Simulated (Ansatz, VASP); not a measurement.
Two plane-wave programs on Ti4Al

The input INCAR:

```
SYSTEM = Ti4Al
PREC = Accurate
ENCUT = 600
EDIFF = 1E-6
ISMEAR = 0
SIGMA = 0.1
LREAL = .FALSE.
LASPH = .TRUE.
NELM = 100
ALGO = Normal
ISIF = 3
LWAVE = .FALSE.
LCHARG = .FALSE.
GGA = PE
IBRION = 2
NSW = 90
EDIFFG = -0.04
```

The input KPOINTS:

```
regular mesh
0
G
  6 6 6
  0 0 0
```

The input POSCAR:

```
Ti4Al
1.0
   -2.6094605700      2.6094605700      2.6094605700
    2.6094605700     -2.6094605700      2.6094605700
    2.6094605700      2.6094605700     -2.6094605700
Ti Al
4 1
Direct
    0.0000000000      0.0000000000      0.5000000000
    0.0000000000      0.5000000000      0.0000000000
    0.5000000000      0.0000000000      0.0000000000
    0.5000000000      0.5000000000      0.5000000000
    0.0000000000      0.0000000000      0.0000000000
```

Input for Ansatz:

```yaml
crystal:
  lattice:
    - [-2.60946057, 2.60946057, 2.60946057]
    - [2.60946057, -2.60946057, 2.60946057]
    - [2.60946057, 2.60946057, -2.60946057]
  atoms:
    - { symbol: Ti, position: [0.0, 0.0, 0.5] }
    - { symbol: Ti, position: [0.0, 0.5, 0.0] }
    - { symbol: Ti, position: [0.5, 0.0, 0.0] }
    - { symbol: Ti, position: [0.5, 0.5, 0.5] }
    - { symbol: Al, position: [0.0, 0.0, 0.0] }
basis:
  ecutwfc: 420
kpoints:
  mp_grid: { grid: [6, 6, 6] }
hamiltonian:
  xc: pbe
scf:
  occupations: { method: gaussian, width: 0.1 }
  lower_state_search: "off"
output:
  forces: true
  stress: true
  eigenvalues: true
relax:
  adjacent_minimum: "off"
  f_tol: 0.04
  max_steps: 70
  cell: { stress_tol: 0.4 }
```

Change from the starting cell: species swapped into the MnGa4 type (Im-3m, No. 229).

Alike in both runs: task relaxation of cell and atoms; functional PBE; k mesh 6 × 6 × 6; occupations gaussian, width 0.1 eV; no spin polarisation.

```csv
,VASP,Ansatz
version,VASP 6.6.1,Ansatz 0.2.0
potentials or method,"VASP PAW PBE potentials, release 64 (Ti_sv, Al), cutoff 600 eV","scalar-relativistic, plane waves, PAW"
valence electrons in the cell,51,51
```

|  | VASP | Ansatz | Ansatz less VASP |
| --- | --- | --- | --- |
| gap on the k mesh at the Fermi level, each at its own relaxed structure (eV) | none | none | - |
| relaxed volume (Å³/atom) | 20.41 | 20.32 | -0.093 |
| relaxed cell length with the largest relative difference (Å) | 5.099 | 5.091 | -0.0077 |

A gap of «none» marks a metal or a gap that the smearing closes.

Noted on VASP's run: the volume moved by over 15 % at a fixed basis, so the end points are rough.
